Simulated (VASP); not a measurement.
# Ni in VASP: single point with PBE

Aim: the single point of Ni with PBE.

Program: VASP 6.6.1. These are calculated values, not measurements. Logs are shortened: lines on timing, memory, paths and dates and some standing lists are left out, and cuts for length are marked.

### Step 1. The cell of the first run

The cell holds a slab with vacuum, 6 atoms: a = 2.488 Å, b = 2.488 Å, c = 26.157 Å, α = 90.00°, β = 90.00°, γ = 120.00°.

### Step 2. Single point, PBE, collinear spin, ferromagnetic start

INCAR reads:

```
ALGO = Normal ; DIPOL = 0.5 0.5 0.500
EDIFF = 1E-6 ; ENCUT = 520
GGA = PE ; IDIPOL = 3
ISIF = 2 ; ISMEAR = -1
ISPIN = 2 ; LASPH = True
LCHARG = True ; LDIPOL = True
LELF = True ; LMAXMIX = 4
LORBIT = 11 ; LREAL = False
LVACPOTAV = True ; LVHAR = True
LWAVE = False ; MAGMOM = 1 1 1 1 1 1
NBANDS = 43 ; NELM = 150
PREC = Accurate ; SIGMA = 0.05
```

KPOINTS reads:

```
k-points
0
Gamma
  19 19 1
```

POSCAR reads:

```
Ni
1.0
    2.4880369134      0.0000000000      0.0000000000
   -1.2440184567      2.1547031725      0.0000000000
    0.0000000000      0.0000000000     26.1574000000
Ni
6
Direct
    0.1666666665      0.3333333335      0.3058414029
    0.5000000005      0.9999999995      0.3835048416
    0.8333333335      0.6666666665      0.4611682803
    0.1666666665      0.3333333335      0.5388317190
    0.5000000005      0.9999999995      0.6164951584
    0.8333333335      0.6666666665      0.6941585971
```

Potentials or basis: VASP PAW PBE potentials, release 64 (Ni).

The run is started by

```console
$ cat potpaw_PBE.64/Ni/POTCAR > POTCAR
$ mpirun -np 1 vasp_std > vasp.out
```

OUTCAR:

```text
EDIFF = 1E-6
   ENCUT = 520
   GGA = PE
   ISIF = 2
   ISMEAR = -1
   ISPIN = 2
   LASPH = True
   LORBIT = 11
   LREAL = False
   NELM = 150
   PREC = Accurate

 ion  position               nearest neighbor table
   1  0.167  0.333  0.306-   2 2.49   2 2.49   2 2.49
   2  0.500  1.000  0.384-   1 2.49   3 2.49   1 2.49   3 2.49   3 2.49   1 2.49
   3  0.833  0.667  0.461-   2 2.49   4 2.49   4 2.49   2 2.49   2 2.49   4 2.49
   4  0.167  0.333  0.539-   3 2.49   3 2.49   3 2.49   5 2.49   5 2.49   5 2.49
   5  0.500  1.000  0.616-   6 2.49   6 2.49   6 2.49   4 2.49   4 2.49   4 2.49
   6  0.833  0.667  0.694-   5 2.49   5 2.49   5 2.49

  LATTYP: Found a hexagonal cell.
 ALAT       =     2.4880369134
 C/A-ratio  =    10.5132684564

  Lattice vectors:

 A1 = (   2.4880369134,   0.0000000000,   0.0000000000)
 A2 = (  -1.2440184567,   2.1547031725,   0.0000000000)
 A3 = (   0.0000000000,   0.0000000000,  26.1574000000)

Analysis of symmetry for initial positions (statically):
=====================================================================
 Subroutine PRICEL returns:
 Original cell was already a primitive cell.

 Routine SETGRP: Setting up the symmetry group for a
 hexagonal supercell.

 Subroutine GETGRP returns: Found 12 space group operations
 (whereof  4 operations were pure point group operations)
 out of a pool of 24 trial point group operations.

The static configuration has the point symmetry C_2h.
 The point group associated with its full space group is D_3d.

Analysis of symmetry for dynamics (positions and initial velocities):
=====================================================================
 Subroutine PRICEL returns:
 Original cell was already a primitive cell.

 Routine SETGRP: Setting up the symmetry group for a
 hexagonal supercell.

 Subroutine GETGRP returns: Found 12 space group operations
 (whereof  4 operations were pure point group operations)
 out of a pool of 24 trial point group operations.

The dynamic configuration has the point symmetry C_2h.
 The point group associated with its full space group is D_3d.

Analysis of structural, dynamic, and magnetic symmetry:
=====================================================================
 Subroutine PRICEL returns:
 Original cell was already a primitive cell.

 Routine SETGRP: Setting up the symmetry group for a
 hexagonal supercell.

 Subroutine GETGRP returns: Found 12 space group operations
 (whereof  4 operations were pure point group operations)
 out of a pool of 24 trial point group operations.

The overall configuration has the point symmetry C_2h.
 The point group associated with its full space group is D_3d.

 Subroutine INISYM returns: Found 12 space group operations
 (whereof  4 operations are pure point group operations),
 and found     1 'primitive' translations

----------------------------------------------------------------------------------------

                                     Primitive cell

  volume of cell :     140.2293

  direct lattice vectors                    reciprocal lattice vectors
     2.488036913  0.000000000  0.000000000     0.401923297  0.232050524  0.000000000
    -1.244018457  2.154703173  0.000000000     0.000000000  0.464101048  0.000000000
     0.000000000  0.000000000 26.157400000     0.000000000  0.000000000  0.038230099

  length of vectors
     2.488036913  2.488036913 26.157400000     0.464101048  0.464101048  0.038230099

  position of ions in fractional coordinates (direct lattice)
     0.166666666  0.333333334  0.305841403
     0.500000001  0.999999999  0.383504842
     0.833333334  0.666666666  0.461168280
     0.166666666  0.333333334  0.538831719
     0.500000001  0.999999999  0.616495158
     0.833333334  0.666666666  0.694158597

  ion indices of the primitive-cell ions
   primitive index   ion index
                 1           1
                 2           2
                 3           3
                 4           4
                 5           5
                 6           6

----------------------------------------------------------------------------------------

 KPOINTS: k-points

Automatic generation of k-mesh.
 Grid dimensions read from file:
 generate k-points for:   19   19    1

 Generating k-lattice:

  Cartesian coordinates                     Fractional coordinates (reciprocal lattice)
     0.021153858  0.012213185  0.000000000     0.052631579  0.000000000  0.000000000
     0.000000000  0.024426371  0.000000000     0.000000000  0.052631579  0.000000000
     0.000000000  0.000000000  0.038230099     0.000000000  0.000000000  1.000000000

  Length of vectors
     0.024426371  0.024426371  0.038230099

  Shift w.r.t. Gamma in fractional coordinates (k-lattice)
     0.000000000  0.000000000  0.000000000

 Subroutine IBZKPT returns following result:
 ===========================================

 Found     40 irreducible k-points:

 Following reciprocal coordinates:
            Coordinates               Weight
  0.000000  0.000000  0.000000      1.000000
  0.052632  0.000000  0.000000      6.000000
  0.105263  0.000000  0.000000      6.000000
  0.157895  0.000000  0.000000      6.000000
  0.210526 -0.000000  0.000000      6.000000
  0.263158  0.000000  0.000000      6.000000
[... 16 lines left out ...]
  0.263158  0.105263  0.000000     12.000000
  0.315789  0.105263  0.000000     12.000000
 [... further k-points ...]
   k-points           NKPTS =     40   k-points in BZ     NKDIM =     40   number of bands    NBANDS=     43
   number of dos      NEDOS =    301   number of ions     NIONS =      6
   total plane-waves  NPLWV =  78400
   dimension x,y,z NGX =    20 NGY =   20 NGZ =  196
   dimension x,y,z NGXF=    40 NGYF=   40 NGZF=  392
   ions per type =               6
   NGX,Y,Z   is equivalent  to a cutoff of  13.36, 13.36, 12.46 a.u.
   NGXF,Y,Z  is equivalent  to a cutoff of  26.73, 26.73, 24.91 a.u.
 SYSTEM =  unknown system
   PREC   = accura    normal or accurate (medium, high low for compatibility)
   ISTART =      0    job   : 0-new  1-cont  2-samecut
   ICHARG =      2    charge: 1-file 2-atom 10-const
   ISPIN  =      2    spin polarized calculation?
   LNONCOLLINEAR =      F non collinear calculations
   LSORBIT =      F    spin-orbit coupling
   LASPH  =      T    aspherical Exc in radial PAW
   ENCUT  =  520.0 eV  38.22 Ry    6.18 a.u.   4.63  4.63 48.64*2*pi/ulx,y,z
   NELM   =    150;   NELMIN=  2; NELMDL= -5     # of ELM steps
   EDIFF  = 0.1E-05   stopping-criterion for ELM
   LREAL  =      F    real-space projection
   EDIFFG = 0.1E-04   stopping-criterion for IOM
   NSW    =      0    number of steps for IOM
   IBRION =     -1    ionic relax: 0-MD 1-quasi-New 2-CG
   NFREE  =      0    steps in history (QN), initial steepest desc. (CG)
   ISIF   =      2    stress and relaxation
   ISYM   =      2    0-nonsym 1-usesym 2-fastsym
   POTIM  = 0.5000    time-step for ionic-motion
   TEBEG  =    0.0;   TEEND  =   0.0 temperature during run
   PSTRESS=    0.0 pullay stress
   NELECT =      60.0000    total number of electrons
   NUPDOWN=      -1.0000    fix difference up-down
   EMIN   =  10.00;   EMAX   =-10.00  energy-range for DOS
   EFERMI =   0.00;   METHOD = LEGACY
   ISMEAR =    -1;   SIGMA  =   0.05  broadening in eV -4-tet -1-fermi 0-gaus
   EFERMI_NEDOS =   21; number of points for ismear=-14 and -15
   IALGO  =     38    algorithm
   IMIX   =      4    mixing-type and parameters
     AMIX     =   0.40;   BMIX     =  1.00
     AMIX_MAG =   1.60;   BMIX_MAG =  1.00
  volume/ion in A,a.u.               =      23.37       157.72
  Fermi-wavevector in a.u.,A,eV,Ry     =   1.233613  2.331191 20.705363  1.521801
  Thomas-Fermi vector in A             =   2.368336
   LORBIT       =     11    0 simple, 1 ext, 2 COOP (PROOUT), +10 PAW based schemes
   GGA     = PE    functional components
   LHFCALC =     F    Hartree Fock is set to
   AEXX    =    0.0000 exact exchange contribution
   IVDW    =     0    specifies the selected vdW correction
   LEPSILON=     F    determine dielectric tensor
   LRPA    =     F    only Hartree local field effects (RPA)
 spin polarized calculation
  energy-cutoff  :      520.00
  volume of cell :      140.23
 maximum number of plane-waves:      3814
 NGX is ok and might be reduce to    20
   NGX =  9   NGY =  9   NGZ = 97

 number of electron      59.9999988 magnetization       3.8786256

 dipolmoment           0.000000      0.000000      0.000000 electrons x Angstroem

 Free energy of the ion-electron system (eV)
  ---------------------------------------------------
  ext. energy  EPLUGINS =         0.00000000
  ---------------------------------------------------
  free energy    TOTEN  =       -31.57590862 eV

  energy without entropy =      -31.48457028  energy(sigma->0) =      -31.53023945

 E-fermi :   1.7273     XC(G=0):  -6.8992

 val. band max:        1.7263011291   @ k =   0.2105   0.0526   0.0000
 cond. band min:       1.7296930592   @ k =   0.2105   0.1579   0.0000
 fundamental gap:      0.0033919301
 Fermi energy:         1.7272658131

 spin component 1

 k-point     1 :       0.0000    0.0000    0.0000
  band No.  band energies     occupation
      1      -7.0542      1.00000
      2      -6.3669      1.00000
      3      -5.3292      1.00000
      4      -4.1696      1.00000
      5      -3.3457      1.00000
      6      -3.1214      1.00000
[... 34 lines left out ...]
     41       8.1856      0.00000
     42       9.5362      0.00000

 k-point     2 :       0.0526    0.0000    0.0000
  band No.  band energies     occupation
      1      -6.9585      1.00000
      2      -6.2738      1.00000
      3      -5.2401      1.00000
      4      -4.0859      1.00000
      5      -3.2701      1.00000
      6      -3.0556      1.00000
[... 979 lines left out ...]
     41      10.9875      0.00000
     42      11.5226      0.00000

 k-point    24 :       0.3158    0.1053    0.0000
  band No.  band energies     occupation
      1      -3.2630      1.00000
      2      -2.9779      1.00000
      3      -2.7217      1.00000
      4      -2.4361      1.00000
      5      -2.1551      1.00000
      6      -2.0689      1.00000
[... 34 lines left out ...]
     41      11.1623      0.00000
     42      11.4932      0.00000

 [... further k-points ...]

 spin component 2

 k-point     1 :       0.0000    0.0000    0.0000
  band No.  band energies     occupation
      1      -7.0930      1.00000
      2      -6.4040      1.00000
      3      -5.3528      1.00000
      4      -4.1295      1.00000
      5      -3.1241      1.00000
      6      -2.7322      1.00000
[... 34 lines left out ...]
     41       8.3612      0.00000
     42       9.6561      0.00000

 k-point     2 :       0.0526    0.0000    0.0000
  band No.  band energies     occupation
      1      -6.9973      1.00000
      2      -6.3107      1.00000
      3      -5.2633      1.00000
      4      -4.0448      1.00000
      5      -3.0451      1.00000
      6      -2.6618      1.00000
[... 979 lines left out ...]
     41      11.0175      0.00000
     42      11.6760      0.00000

 k-point    24 :       0.3158    0.1053    0.0000
  band No.  band energies     occupation
      1      -3.1060      1.00000
      2      -2.7917      1.00000
      3      -2.4403      1.00000
      4      -2.0766      1.00000
      5      -1.6833      1.00000
      6      -1.4997      1.00000
[... 34 lines left out ...]
     41      11.1855      0.00000
     42      11.5874      0.00000

 [... further k-points ...]

 [bands above 42 left out]

------------------------ aborting loop because EDIFF is reached ----------------------------------------

  FORCE on cell =-STRESS in cart. coord.  units (eV):
  Direction    XX          YY          ZZ          XY          YZ          ZX
  --------------------------------------------------------------------------------------
  -------------------------------------------------------------------------------------
  Total       -1.6474213     -1.6474213     -0.7245770      0.0000000     -0.0000000      0.0000000
  in kB      -18.8224615    -18.8224615     -8.2785881      0.0000000     -0.0000000      0.0000000
  external PRESSURE =     -15.3078371 kB  Pullay stress =       0.0000000 kB

 VOLUME and BASIS-vectors are now :
 -----------------------------------------------------------------------------
  energy-cutoff  :      520.00
  volume of cell :      140.23
      direct lattice vectors                 reciprocal lattice vectors
     2.488036913  0.000000000  0.000000000     0.401923297  0.232050524  0.000000000
    -1.244018457  2.154703173  0.000000000     0.000000000  0.464101048  0.000000000
     0.000000000  0.000000000 26.157400000     0.000000000  0.000000000  0.038230099

 POSITION                                       TOTAL-FORCE (eV/Angst)
 -----------------------------------------------------------------------------------
     -0.00000      0.71823      8.00002        -0.000000     -0.000000      0.150674
      0.00000      2.15470     10.03149         0.000000     -0.000000     -0.123972
      1.24402      1.43647     12.06296         0.000000      0.000000     -0.033621
     -0.00000      0.71823     14.09444        -0.000000      0.000000      0.033621
      0.00000      2.15470     16.12591         0.000000      0.000000      0.123972
      1.24402      1.43647     18.15738         0.000000      0.000000     -0.150674
 -----------------------------------------------------------------------------------
    total drift:                               -0.000000     -0.000000      0.000012

  FREE ENERGIE OF THE ION-ELECTRON SYSTEM (eV)
  ---------------------------------------------------
  free  energy   TOTEN  =       -31.5759086230 eV

  energy  without entropy=      -31.4845702833  energy(sigma->0) =      -31.53023945

 vacuum level on the upper side and lower side of the slab         6.767         6.767

 total charge

# of ion       s       p       d       tot
------------------------------------------
    1        0.488   0.379   8.305   9.173
    2        0.493   0.493   8.314   9.300
    3        0.498   0.496   8.315   9.308
    4        0.498   0.496   8.315   9.308
    5        0.493   0.493   8.314   9.300
    6        0.488   0.379   8.305   9.173
--------------------------------------------------
tot          2.956   2.738  49.868  55.562

 magnetization (x)

# of ion       s       p       d       tot
------------------------------------------
    1       -0.006  -0.025   0.702   0.672
    2       -0.007  -0.027   0.708   0.674
    3       -0.007  -0.026   0.672   0.639
    4       -0.007  -0.026   0.672   0.639
    5       -0.007  -0.027   0.708   0.674
    6       -0.006  -0.025   0.702   0.672
--------------------------------------------------
tot         -0.039  -0.155   4.164   3.971
```

It took 15 min on 1 thread of Intel Xeon 6975P-C (Granite Rapids), shared host; peak memory 0.51 GiB.

Results:

```
Free energy                                           : -31.5759 eV
Largest force                                         : 0.151 eV/Å
Net moment                                            : 3.88 μB per cell
Site moments                                          : Ni +0.67, +0.64 (each value once) μB
Valence electrons inside the program's atomic spheres : Ni 9.17, 9.30, 9.31 (each value once)
```

Forces on the atoms (eV/Å):
```
Ni   0.000  0.000  0.151
Ni   0.000  0.000 -0.124
Ni   0.000  0.000 -0.034
Ni   0.000  0.000  0.034
Ni   0.000  0.000  0.124
Ni   0.000  0.000 -0.151
```
